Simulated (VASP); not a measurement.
# WC (Pm) in VASP: further runs

Runs on WC. Level: PBE. Tasks: single point.

Everything below comes from runs of VASP 6.6.1. Logs are shortened: lines on timing, memory, paths and dates and some standing lists are left out, and cuts for length are marked.

## 1. The cell of the first run

Symmetry: Pm, No. 6, monoclinic system. Conventional cell: a = 2.901 Å, b = 2.829 Å, c = 2.901 Å, α = 90.00°, β = 120.00°, γ = 90.00°. Within 3.0 Å of W (site symmetry m) lie 6 C at 2.09 to 2.27 Å and 8 W at 2.83 to 2.90 Å. C (site symmetry m) has 6 W at 2.09 to 2.27 Å and 8 C at 2.83 to 2.90 Å within 3.0 Å.

## 2. Single point, PBE (atom 1 (W) moved by (-0.100, +0.100) A along x and y)

Contents of INCAR:

```
SYSTEM = WC
ALGO     = Normal         ! electronic algorithm
EDIFF    = 1E-7           ! SCF threshold, eV
ENCUT    = 520            ! plane-wave cutoff, eV
GGA      = PE             ! functional
ISIF     = 2              ! what is computed and relaxed
ISMEAR   = 0              ! smearing method
LASPH    = .TRUE.         ! aspherical terms in the spheres
LCHARG   = .TRUE.         ! write CHGCAR
LELF     = .TRUE.         ! ELF
LREAL    = .FALSE.        ! projectors in reciprocal space
LVHAR    = .TRUE.       
LWAVE    = .FALSE.        ! write WAVECAR
NBANDS   = 16             ! bands
NELM     = 100            ! most SCF steps
PREC     = Accurate       ! precision mode
SIGMA    = 0.15           ! smearing width, eV
```

Contents of KPOINTS:

```
k-points
0
G
  18 18 16
  0 0 0
```

Contents of POSCAR:

```
WC
1.0
    2.9005014360      0.0000000000      0.0000000000
   -1.4502507180      2.5119079273      0.0000000000
    0.0000000000      0.0000000000      2.8290000000
W C
1 1
Direct
   -0.0145716091      0.0398103764      0.0000000000
    0.6666666667      0.3333333333      0.5000000000
```

Potentials or basis: VASP PAW PBE potentials, release 64 (W_sv, C).

Command:

```bash
cat potpaw_PBE.64/W_sv/POTCAR potpaw_PBE.64/C/POTCAR > POTCAR
mpirun -np 1 vasp_std > vasp.out
```

OUTCAR:

```text
SYSTEM = WC
   EDIFF = 1E-7
   ENCUT = 520
   GGA = PE
   ISIF = 2
   ISMEAR = 0
   LASPH = .TRUE.
   LREAL = .FALSE.
   NELM = 100
   PREC = Accurate

 ion  position               nearest neighbor table
   1  0.985  0.040  0.000-   2 2.09   2 2.09   2 2.22   2 2.22   2 2.27   2 2.27
   2  0.667  0.333  0.500-   1 2.09   1 2.09   1 2.22   1 2.22   1 2.27   1 2.27

  LATTYP: Found a hexagonal cell.
 ALAT       =     2.9005014360
 C/A-ratio  =     0.9753485949

  Lattice vectors:

 A1 = (   2.9005014360,   0.0000000000,   0.0000000000)
 A2 = (  -1.4502507180,   2.5119079273,   0.0000000000)
 A3 = (   0.0000000000,   0.0000000000,   2.8290000000)

Analysis of symmetry for initial positions (statically):
=====================================================================
 Subroutine PRICEL returns:
 Original cell was already a primitive cell.

 Routine SETGRP: Setting up the symmetry group for a
 hexagonal supercell.

 Subroutine GETGRP returns: Found  2 space group operations
 (whereof  2 operations were pure point group operations)
 out of a pool of 24 trial point group operations.

The static configuration has the point symmetry C_1h.

Analysis of symmetry for dynamics (positions and initial velocities):
=====================================================================
 Subroutine PRICEL returns:
 Original cell was already a primitive cell.

 Routine SETGRP: Setting up the symmetry group for a
 hexagonal supercell.

 Subroutine GETGRP returns: Found  2 space group operations
 (whereof  2 operations were pure point group operations)
 out of a pool of 24 trial point group operations.

The dynamic configuration has the point symmetry C_1h.

 Subroutine INISYM returns: Found  2 space group operations
 (whereof  2 operations are pure point group operations),
 and found     1 'primitive' translations

----------------------------------------------------------------------------------------

                                     Primitive cell

  volume of cell :      20.6115

  direct lattice vectors                    reciprocal lattice vectors
     2.900501436  0.000000000  0.000000000     0.344767973  0.199051882  0.000000000
    -1.450250718  2.511907927  0.000000000     0.000000000  0.398103764  0.000000000
     0.000000000  0.000000000  2.829000000     0.000000000  0.000000000  0.353481796

  length of vectors
     2.900501436  2.900501436  2.829000000     0.398103764  0.398103764  0.353481796

  position of ions in fractional coordinates (direct lattice)
     0.985428391  0.039810376  0.000000000
     0.666666667  0.333333333  0.500000000

  ion indices of the primitive-cell ions
   primitive index   ion index
                 1           1
                 2           2

----------------------------------------------------------------------------------------

 KPOINTS: k-points

Automatic generation of k-mesh.
 Grid dimensions read from file:
 generate k-points for:   18   18   16

 Generating k-lattice:

  Cartesian coordinates                     Fractional coordinates (reciprocal lattice)
     0.019153776  0.011058438  0.000000000     0.055555556  0.000000000  0.000000000
     0.000000000  0.022116876  0.000000000     0.000000000  0.055555556  0.000000000
     0.000000000  0.000000000  0.022092612     0.000000000  0.000000000  0.062500000

  Length of vectors
     0.022116876  0.022116876  0.022092612

  Shift w.r.t. Gamma in fractional coordinates (k-lattice)
     0.000000000  0.000000000  0.000000000

 Subroutine IBZKPT returns following result:
 ===========================================

 Found   1476 irreducible k-points:

 Following reciprocal coordinates:
            Coordinates               Weight
  0.000000  0.000000  0.000000      1.000000
  0.055556  0.000000  0.000000      2.000000
  0.000000  0.055556  0.000000      2.000000
 -0.055556  0.055556  0.000000      2.000000
  0.111111  0.000000  0.000000      2.000000
  0.000000  0.111111  0.000000      2.000000
[... 16 lines left out ...]
  0.444444 -0.000000  0.000000      2.000000
  0.000000  0.444444  0.000000      2.000000
 [... further k-points ...]
   k-points           NKPTS =   1476   k-points in BZ     NKDIM =   1476   number of bands    NBANDS=     16
   number of dos      NEDOS =    301   number of ions     NIONS =      2
   total plane-waves  NPLWV =  13824
   dimension x,y,z NGX =    24 NGY =   24 NGZ =   24
   dimension x,y,z NGXF=    48 NGYF=   48 NGZF=   48
   ions per type =               1   1
   NGX,Y,Z   is equivalent  to a cutoff of  13.76, 13.76, 14.10 a.u.
   NGXF,Y,Z  is equivalent  to a cutoff of  27.51, 27.51, 28.21 a.u.
 SYSTEM =  WC
   PREC   = accura    normal or accurate (medium, high low for compatibility)
   ISTART =      0    job   : 0-new  1-cont  2-samecut
   ICHARG =      2    charge: 1-file 2-atom 10-const
   ISPIN  =      1    spin polarized calculation?
   LNONCOLLINEAR =      F non collinear calculations
   LSORBIT =      F    spin-orbit coupling
   LASPH  =      T    aspherical Exc in radial PAW
   ENCUT  =  520.0 eV  38.22 Ry    6.18 a.u.   5.39  5.39  5.26*2*pi/ulx,y,z
   NELM   =    100;   NELMIN=  2; NELMDL= -5     # of ELM steps
   EDIFF  = 0.1E-06   stopping-criterion for ELM
   LREAL  =      F    real-space projection
   EDIFFG = 0.1E-05   stopping-criterion for IOM
   NSW    =      0    number of steps for IOM
   IBRION =     -1    ionic relax: 0-MD 1-quasi-New 2-CG
   NFREE  =      0    steps in history (QN), initial steepest desc. (CG)
   ISIF   =      2    stress and relaxation
   ISYM   =      2    0-nonsym 1-usesym 2-fastsym
   POTIM  = 0.5000    time-step for ionic-motion
   TEBEG  =    0.0;   TEEND  =   0.0 temperature during run
   PSTRESS=    0.0 pullay stress
   NELECT =      18.0000    total number of electrons
   NUPDOWN=      -1.0000    fix difference up-down
   EMIN   =  10.00;   EMAX   =-10.00  energy-range for DOS
   EFERMI =   0.00;   METHOD = LEGACY
   ISMEAR =     0;   SIGMA  =   0.15  broadening in eV -4-tet -1-fermi 0-gaus
   EFERMI_NEDOS =   21; number of points for ismear=-14 and -15
   IALGO  =     38    algorithm
   IMIX   =      4    mixing-type and parameters
     AMIX     =   0.40;   BMIX     =  1.00
     AMIX_MAG =   1.60;   BMIX_MAG =  1.00
  volume/ion in A,a.u.               =      10.31        69.55
  Fermi-wavevector in a.u.,A,eV,Ry     =   1.564813  2.957068 33.315762  2.448639
  Thomas-Fermi vector in A             =   2.667381
   LORBIT       =      0    0 simple, 1 ext, 2 COOP (PROOUT), +10 PAW based schemes
   GGA     = PE    functional components
   LHFCALC =     F    Hartree Fock is set to
   AEXX    =    0.0000 exact exchange contribution
   IVDW    =     0    specifies the selected vdW correction
   LEPSILON=     F    determine dielectric tensor
   LRPA    =     F    only Hartree local field effects (RPA)
 non-spin polarized calculation
 Gauss-broadening in eV      SIGMA  =   0.15
  energy-cutoff  :      520.00
  volume of cell :       20.61
 maximum number of plane-waves:       580
 NGX is ok and might be reduce to    24
   NGX = 11   NGY = 11   NGZ = 11

 number of electron      18.0000001 magnetization

 Free energy of the ion-electron system (eV)
  ---------------------------------------------------
  ext. energy  EPLUGINS =         0.00000000
  ---------------------------------------------------
  free energy    TOTEN  =       -22.26798140 eV

  energy without entropy =      -22.26499959  energy(sigma->0) =      -22.26649050

 E-fermi :  11.2295     XC(G=0): -13.8318

 val. band max:       11.2294096787   @ k =  -0.1667   0.1111   0.5000
 cond. band min:      11.2370319725   @ k =  -0.1667   0.1111   0.4375
 fundamental gap:      0.0076222937
 Fermi energy:        11.2294832289

 k-point     1 :       0.0000    0.0000    0.0000
  band No.  band energies     occupation
      1     -62.7938      2.00000
      2     -26.7891      2.00000
      3     -26.6839      2.00000
      4     -26.6692      2.00000
      5      -3.3309      2.00000
      6       6.6871      2.00000
[... 8 lines left out ...]
     15      25.5381      0.00000
     16      27.1062      0.00000

 k-point     2 :       0.0556    0.0000    0.0000
  band No.  band energies     occupation
      1     -62.7920      2.00000
      2     -26.7857      2.00000
      3     -26.7082      2.00000
      4     -26.6773      2.00000
      5      -3.2495      2.00000
      6       6.7242      2.00000
[... 8 lines left out ...]
     15      25.2862      0.00000
     16      27.4019      0.00000

 k-point     3 :       0.0000    0.0556    0.0000
  band No.  band energies     occupation
      1     -62.7920      2.00000
      2     -26.7857      2.00000
      3     -26.7075      2.00000
      4     -26.6778      2.00000
      5      -3.2518      2.00000
      6       6.7282      2.00000
[... 8 lines left out ...]
     15      25.1867      0.00000
     16      27.5534      0.00000

 k-point     4 :      -0.0556    0.0556    0.0000
  band No.  band energies     occupation
      1     -62.7920      2.00000
      2     -26.7855      2.00000
      3     -26.6963      2.00000
      4     -26.6899      2.00000
      5      -3.2449      2.00000
      6       6.6993      2.00000
[... 8 lines left out ...]
     15      25.5208      0.00000
     16      27.3044      0.00000
[... 324 lines left out ...]
 k-point    22 :      -0.3889    0.3889    0.0000
  band No.  band energies     occupation
      1     -62.7405      2.00000
      2     -27.4186      2.00000
      3     -26.8579      2.00000
      4     -26.6843      2.00000
      5      -0.2247      2.00000
      6       4.1675      2.00000
[... 8 lines left out ...]
     15      25.4892      0.00000
     16      28.6502      0.00000

 k-point    23 :       0.4444   -0.0000    0.0000
  band No.  band energies     occupation
      1     -62.7356      2.00000
      2     -27.4855      2.00000
      3     -26.8614      2.00000
      4     -26.6789      2.00000
      5      -0.1715      2.00000
      6       4.2907      2.00000
[... 8 lines left out ...]
     15      24.1758      0.00000
     16      28.4128      0.00000

 k-point    24 :       0.0000    0.4444    0.0000
  band No.  band energies     occupation
      1     -62.7358      2.00000
      2     -27.4783      2.00000
      3     -26.8612      2.00000
      4     -26.6814      2.00000
      5      -0.3483      2.00000
      6       4.4746      2.00000
[... 8 lines left out ...]
     15      24.2763      0.00000
     16      28.4252      0.00000

 [... further k-points ...]

------------------------ aborting loop because EDIFF is reached ----------------------------------------

  FORCE on cell =-STRESS in cart. coord.  units (eV):
  Direction    XX          YY          ZZ          XY          YZ          ZX
  --------------------------------------------------------------------------------------
  -------------------------------------------------------------------------------------
  Total        2.0699491      0.9300737      1.9963748     -0.5830468      0.0000000      0.0000000
  in kB      160.9016519     72.2966516    155.1825608    -45.3214967      0.0000000      0.0000000
  external PRESSURE =     129.4602881 kB  Pullay stress =       0.0000000 kB

 VOLUME and BASIS-vectors are now :
 -----------------------------------------------------------------------------
  energy-cutoff  :      520.00
  volume of cell :       20.61
      direct lattice vectors                 reciprocal lattice vectors
     2.900501436  0.000000000  0.000000000     0.344767973  0.199051882  0.000000000
    -1.450250718  2.511907927  0.000000000     0.000000000  0.398103764  0.000000000
     0.000000000  0.000000000  2.829000000     0.000000000  0.000000000  0.353481796

 POSITION                                       TOTAL-FORCE (eV/Angst)
 -----------------------------------------------------------------------------------
      2.80050      0.10000      0.00000         1.820928     -1.597313      0.000000
      1.45025      0.83730      1.41450        -1.820928      1.597313      0.000000
 -----------------------------------------------------------------------------------
    total drift:                               -0.000023      0.000022     -0.000000

  FREE ENERGIE OF THE ION-ELECTRON SYSTEM (eV)
  ---------------------------------------------------
  free  energy   TOTEN  =       -22.2679814018 eV

  energy  without entropy=      -22.2649995945  energy(sigma->0) =      -22.26649050
```

It took 15 min on 1 thread of AMD EPYC 7R13, shared host; peak memory 0.53 GiB.

What came out:

| Property | Result |
| --- | --- |
| Free energy | -22.2680 eV |
| Pressure | 12.9 GPa |
| Largest force | 2.422 eV/Å |
| Band gap on the k mesh | zero (bands 9 and 10 overlap by 1.30 eV) |

Forces in eV/Å, atoms in the order of the input:
```
W    1.821 -1.597  0.000
C   -1.821  1.597  0.000
```

Stress tensor (GPa, compression positive):
```
16.09 -4.53  0.00
-4.53  7.23  0.00
 0.00  0.00 15.52
```

Levels at points of the mesh, in eV from the Fermi level:
| k point | band 5 | band 6 | band 7 | band 8 | band 9 | band 10 | band 11 | band 12 | band 13 | band 14 |
| --- | --- | --- | --- | --- | --- | --- | --- | --- | --- | --- |
| (0.00, 0.00, 0.00) | -14.56 | -4.54 | -3.56 | -3.07 | -0.11 | 3.18 | 3.38 | 4.41 | 6.11 | 7.04 |
| (0.50, 0.00, 0.00) | -11.27 | -7.02 | -3.99 | -3.67 | -0.14 | 2.22 | 4.52 | 5.04 | 6.83 | 9.68 |
| (0.00, 0.50, 0.00) | -11.46 | -6.82 | -3.88 | -3.41 | -0.38 | 2.17 | 4.62 | 5.09 | 6.19 | 9.75 |
| (0.50, 0.50, 0.00) | -10.79 | -7.59 | -4.17 | -3.69 | -0.34 | 2.41 | 4.31 | 4.79 | 8.06 | 9.60 |
| (0.00, 0.00, 0.50) | -10.48 | -8.73 | -2.91 | -1.13 | -0.72 | -0.64 | 3.13 | 3.71 | 5.85 | 10.07 |
| (0.50, 0.00, 0.50) | -11.34 | -6.57 | -4.63 | -4.11 | 0.31 | 4.41 | 5.29 | 6.00 | 9.48 | 9.99 |
| (0.00, 0.50, 0.50) | -11.13 | -6.77 | -4.81 | -4.39 | 0.60 | 4.41 | 5.28 | 6.28 | 9.62 | 9.75 |
| (0.50, 0.50, 0.50) | -11.75 | -6.19 | -4.12 | -3.87 | -0.21 | 4.46 | 5.33 | 6.72 | 8.76 | 10.49 |

Caveat: the cell differs from its parent crystal (atom 1 (W) moved by (-0.100, +0.100) A along x and y); the stress differs along the axes, from 7 to 16 GPa; spin-orbit coupling is left out, which moves the levels of the heavy elements; forces of over 1 eV/Å act on the atoms, so gaps and moduli don't describe the material at rest.

## 3. Single point, PBE (atom 1 (W) moved by (-0.200, +0.200) A along x and y)

Contents of INCAR:

```
SYSTEM = WC
ALGO = Normal
EDIFF = 1E-7
ENCUT = 520
GGA = PE
ISIF = 2
ISMEAR = 0
LASPH = .TRUE.
LCHARG = .FALSE.
LREAL = .FALSE.
LWAVE = .FALSE.
NBANDS = 16
NELM = 80
PREC = Accurate
SIGMA = 0.15
```

KPOINTS is that of step 2.

Changes to POSCAR since step 2:

```diff
@@ -8,3 +8,3 @@
 Direct
-   -0.0145716091      0.0398103764      0.0000000000
+   -0.0291432182      0.0796207527      0.0000000000
     0.6666666667      0.3333333333      0.5000000000
```

Potentials or basis: VASP PAW PBE potentials, release 64 (W_sv, C).

Command:

```bash
cat potpaw_PBE.64/W_sv/POTCAR potpaw_PBE.64/C/POTCAR > POTCAR
mpirun -np 1 vasp_std > vasp.out
```

OUTCAR:

```text
SYSTEM = WC
   EDIFF = 1E-7
   ENCUT = 520
   GGA = PE
   ISIF = 2
   ISMEAR = 0
   LASPH = .TRUE.
   LREAL = .FALSE.
   NELM = 80
   PREC = Accurate

 ion  position               nearest neighbor table
   1  0.971  0.080  0.000-   2 1.99   2 1.99   2 2.27   2 2.27   2 2.36   2 2.36
   2  0.667  0.333  0.500-   1 1.99   1 1.99   1 2.27   1 2.27   1 2.36   1 2.36

  LATTYP: Found a hexagonal cell.
 ALAT       =     2.9005014360
 C/A-ratio  =     0.9753485949

  Lattice vectors:
[... 644 lines left out ...]

------------------------ aborting loop because EDIFF is reached ----------------------------------------

  FORCE on cell =-STRESS in cart. coord.  units (eV):
  Direction    XX          YY          ZZ          XY          YZ          ZX
  --------------------------------------------------------------------------------------
  -------------------------------------------------------------------------------------
  Total        3.5338423      1.2340234      4.3132292     -1.1702495      0.0000000      0.0000000
  in kB      274.6932561     95.9233275    335.2767014    -90.9660429      0.0000000      0.0000000
  external PRESSURE =     235.2977617 kB  Pullay stress =       0.0000000 kB

 VOLUME and BASIS-vectors are now :
 -----------------------------------------------------------------------------
  energy-cutoff  :      520.00
  volume of cell :       20.61
      direct lattice vectors                 reciprocal lattice vectors
     2.900501436  0.000000000  0.000000000     0.344767973  0.199051882  0.000000000
    -1.450250718  2.511907927  0.000000000     0.000000000  0.398103764  0.000000000
     0.000000000  0.000000000  2.829000000     0.000000000  0.000000000  0.353481796

 POSITION                                       TOTAL-FORCE (eV/Angst)
 -----------------------------------------------------------------------------------
      2.70050      0.20000      0.00000         3.901369     -3.005672      0.000000
      1.45025      0.83730      1.41450        -3.901369      3.005672      0.000000
 -----------------------------------------------------------------------------------
    total drift:                                0.000045     -0.000008     -0.000000

  FREE ENERGIE OF THE ION-ELECTRON SYSTEM (eV)
  ---------------------------------------------------
  free  energy   TOTEN  =       -21.7502502830 eV

  energy  without entropy=      -21.7463651273  energy(sigma->0) =      -21.74830771
```

It took 9.2 min on 1 thread of Intel Xeon 8259CL, shared host; peak memory 0.56 GiB.

What came out:

| Property | Result |
| --- | --- |
| Free energy | -21.7503 eV |
| Pressure | 23.5 GPa |
| Largest force | 4.925 eV/Å |
| Band gap on the k mesh | zero (bands 9 and 10 overlap by 1.42 eV) |

Forces in eV/Å, atoms in the order of the input:
```
W    3.901 -3.006  0.000
C   -3.901  3.006  0.000
```

Levels at points of the mesh, in eV from the Fermi level:
```csv
k point,band 5,band 6,band 7,band 8,band 9,band 10,band 11,band 12,band 13,band 14
"(0.00, 0.00, 0.00)",-14.79,-5.12,-3.85,-2.70,-0.83,3.09,3.16,3.45,6.01,7.77
"(0.50, 0.00, 0.00)",-11.51,-7.20,-4.93,-4.10,0.60,1.81,4.34,5.11,7.15,9.37
"(0.00, 0.50, 0.00)",-11.91,-6.80,-4.65,-3.51,-0.01,1.66,4.51,5.15,5.78,9.59
"(0.50, 0.50, 0.00)",-10.63,-8.32,-4.88,-4.04,-0.38,2.27,3.94,4.74,9.14,9.40
"(0.00, 0.00, 0.50)",-10.71,-8.88,-3.73,-1.08,-0.83,-0.34,1.65,3.55,6.69,10.18
"(0.50, 0.00, 0.50)",-11.59,-6.65,-5.08,-3.94,0.03,4.19,4.60,5.04,9.21,9.40
"(0.00, 0.50, 0.50)",-11.12,-7.12,-5.52,-4.58,0.72,4.21,5.00,5.52,8.96,9.20
"(0.50, 0.50, 0.50)",-12.26,-6.03,-4.16,-3.79,-0.76,4.30,5.11,6.38,8.46,10.06
```

Caveat: the cell differs from its parent crystal (atom 1 (W) moved by (-0.200, +0.200) A along x and y); the stress differs along the axes, from 10 to 34 GPa; spin-orbit coupling is left out, which moves the levels of the heavy elements; forces of over 1 eV/Å act on the atoms, so gaps and moduli don't describe the material at rest.

(Part 1 of 2 ends here.)
